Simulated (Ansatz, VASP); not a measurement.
# One calculation of WAu, two programs

```
CELL_PARAMETERS angstrom
0.00000 2.74798 2.74798
2.74798 0.00000 2.74798
2.74798 2.74798 0.00000
ATOMIC_POSITIONS crystal
W 0.00000 0.00000 0.00000
Au 0.75000 0.75000 0.75000
```

Alike in both runs: functional PBEsol; k mesh 8 × 8 × 8; occupations fermi-dirac, width 0.05 eV; no spin polarisation.

|  | VASP | Ansatz |
| --- | --- | --- |
| version | VASP 6.6.1 | Ansatz 0.2.0 |
| potentials or method | VASP PAW PBE potentials, release 64 (W_sv, Au) | Ansatz PAW |
| plane-wave cutoff (eV) | 520 | 420 |
| valence electrons in the cell | 25 | 33 |
| task | single point | band structure |

```csv
,VASP,Ansatz,Ansatz less VASP
gap on the k mesh at the Fermi level (eV),none,none,-
pressure (GPa),26.6,26.2,-0.48
```

VASP's potentials were made for PBE, not for PBEsol. A gap of «none» marks a metal or a gap that the smearing closes. The functional is the same, so the differences come from potentials, cutoffs and numerics. VASP's potentials hold 25 valence electrons a cell and Ansatz's 33, so a difference there can come from the potentials and not from the codes.

Spin-orbit coupling is off throughout.
